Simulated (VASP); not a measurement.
Si:

```
CELL_PARAMETERS angstrom
5.05942 0.00000 0.00000
0.00000 5.05942 0.00000
0.00000 0.00000 3.30215
ATOMIC_POSITIONS crystal
Si 0.50000 0.76462 0.50000
Si 0.76462 0.50000 0.00000
Si 0.23538 0.50000 0.00000
Si 0.50000 0.23538 0.50000
```

The cell was generated, and may not be a known phase.

- Program: VASP 6.6.1
- Task: relaxation of cell and atoms
- Functional: PBE
- Potentials or basis: VASP PAW PBE potentials, release 64 (Si)
- Cutoff: 600 eV
- k mesh: 10 × 10 × 14
- Occupations: gaussian, width 0.1 eV
- Spin: no spin polarisation

At the start: pressure 0.5 GPa; volume 21.13 Å³/atom.

How do energy, volume and symmetry change on relaxing?

Over 5 steps the energy falls by 2.0 meV/atom and the volume is 21.27 Å³/atom (+0.6 %); space group P4_2/mmc (No. 131, to 0.1 Å) before and after.

The path:
```tsv
step	energy change (eV)	largest force (eV/Å)	pressure (GPa)	volume (Å³)
1	0.0000	0.0325	0.48	84.53
2	-0.0078	0.0432	-0.20	85.29
3	-0.0081	0.0333	-0.11	85.19
4	-0.0082	0.0138	0.06	85.03
5	-0.0082	0.0008	0.01	85.08
```

Final structure:
```
CELL_PARAMETERS angstrom
5.09677 0.00000 0.00000
0.00000 5.09677 0.00000
0.00000 0.00000 3.27507
ATOMIC_POSITIONS crystal
Si 0.50000 0.76468 0.50000
Si 0.76468 0.50000 0.00000
Si 0.23532 0.50000 0.00000
Si 0.50000 0.23532 0.50000
```
